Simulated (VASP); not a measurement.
A run of VASP 6.6.1 is set up as follows.

File INCAR:

```
SYSTEM = SrO
PREC     = Accurate       ! precision mode
ENCUT    = 600            ! plane-wave cutoff, eV
EDIFF    = 1E-7           ! SCF threshold, eV
ISMEAR   = -1             ! smearing method
SIGMA    = 0.05           ! smearing width, eV
LREAL    = .FALSE.        ! projectors in reciprocal space
LASPH    = .TRUE.         ! aspherical terms in the spheres
NELM     = 60             ! most SCF steps
ALGO     = Normal         ! electronic algorithm
ISIF     = 3              ! what is computed and relaxed
LWAVE    = .FALSE.        ! write WAVECAR
LCHARG   = .FALSE.        ! write CHGCAR
GGA      = B5             ! functional
ALDAX    = 1.0          
AGGAX    = 1.0          
AGGAC    = 1.0          
ALDAC    = 0.0          
IVDW     = 13             ! dispersion correction
VDW_S6   = 1.0          
VDW_S8   = 2.34076671   
VDW_A1   = 0.44488865   
VDW_A2   = 4.0933009    
IBRION   = 2              ! ionic algorithm
NSW      = 80             ! ionic steps
EDIFFG   = -0.005         ! ionic threshold
```

The input KPOINTS:

```
regular mesh
0
G
  9 9 9
  0 0 0
```

Contents of POSCAR:

```
SrO
1.0
    0.0000000000      2.5663000000      2.5663000000
    2.5663000000      0.0000000000      2.5663000000
    2.5663000000      2.5663000000      0.0000000000
Sr O
1 1
Direct
    0.5000000000      0.5000000000      0.5000000000
    0.0000000000      0.0000000000      0.0000000000
```

Potentials or basis: VASP PAW PBE potentials, release 64 (Sr_sv, O).

Launch:

```bash
$ cat potpaw_PBE.64/Sr_sv/POTCAR potpaw_PBE.64/O/POTCAR > POTCAR
$ mpirun -np 1 vasp_std > vasp.out
```

Question: Estimate the band gap on the k mesh.

Answer: 3.46 eV, indirect (least direct gap 3.57 eV).

Question: Predict the relaxed volume.

Answer: 17.54 Å³/atom.

Question: Estimate the relaxed cell.

Answer: a = 3.674 Å, b = 3.674 Å, c = 3.674 Å, α = 60.00°, β = 60.00°, γ = 60.00°.

Final structure:
```
Sr O
1.0
     0.00000    2.59820    2.59820
     2.59820    0.00000    2.59820
     2.59820    2.59820    0.00000
Sr O
1 1
Direct
  0.50000 0.50000 0.50000
  0.00000 0.00000 0.00000
```

Caveat: the PAW data sets were made with another functional, which shifts forces and pressure a little. Zero-point motion and thermal expansion aren't in these numbers.
